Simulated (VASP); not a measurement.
Write the native input for VASP 6.6.1 that does the following.

```yaml
Task: single point
Functional: PBE
Potentials_or_basis: VASP PAW PBE potentials, release 64 (Mg, O)
Cutoff: 520 eV
k_mesh: 12 × 12 × 1
Occupations: gaussian, width 0.2 eV
Spin: no spin polarisation
Dipole_correction: no
Further_INCAR_settings: ALGO = Normal; EDIFF = 1e-06; NBANDS = 28
```

The structure of Mg5O lies in POSCAR:

```
Mg5O
1.0
    3.1261218724      0.0000000000      0.0000000000
   -1.5630609362      2.7073009568      0.0000000000
    0.0000000000      0.0000000000     25.8736475812
Mg O
10 2
Direct
    1.0000000000      0.0000000000      0.0000000000
    0.6666666667      0.3333333333      0.9048897084
    0.3333333333      0.6666666667      0.0951102916
    0.3333333333      0.6666666667      0.8043551609
    0.0000000000      0.0000000000      0.7028269573
    0.6666666667      0.3333333333      0.1956448391
    1.0000000000      1.0000000000      0.2971730427
    0.0000000000      0.0000000000      0.5000000000
    0.6666666667      0.3333333333      0.6017325985
    0.3333333333      0.6666666667      0.3982674015
    0.6666666667      0.3333333333      0.0468781905
    0.3333333333      0.6666666667      0.9531218095
```

One way to write it, as run:

INCAR

```
ALGO = Normal ; EDIFF = 1E-6
ENCUT = 520 ; GGA = PE
ISIF = 2 ; ISMEAR = 0
LASPH = T ; LCHARG = F
LREAL = F ; LWAVE = F
NBANDS = 28 ; NELM = 80
PREC = Accurate ; SIGMA = 0.2
```

KPOINTS

```
k-points
0
Gamma
  12 12 1
```

Potentials or basis: VASP PAW PBE potentials, release 64 (Mg, O).

The run is started by

```sh
$ cat potpaw_PBE.64/Mg/POTCAR potpaw_PBE.64/O/POTCAR > POTCAR
$ mpirun -np 1 vasp_std > vasp.out
```

It gave:

The pressure is -0.2 GPa. The largest force is 0.014 eV/Å. The band gap on the k mesh is zero (band 16 reaches 4.45 eV, above the bottom of band 17 at 2.24 eV).

Run time: 2.2 min on 1 thread of Intel(R) Xeon(R) Platinum 8124M CPU @ 3.00GHz (Skylake/Cascade Lake), on a shared host, peak memory 0.36 GiB.
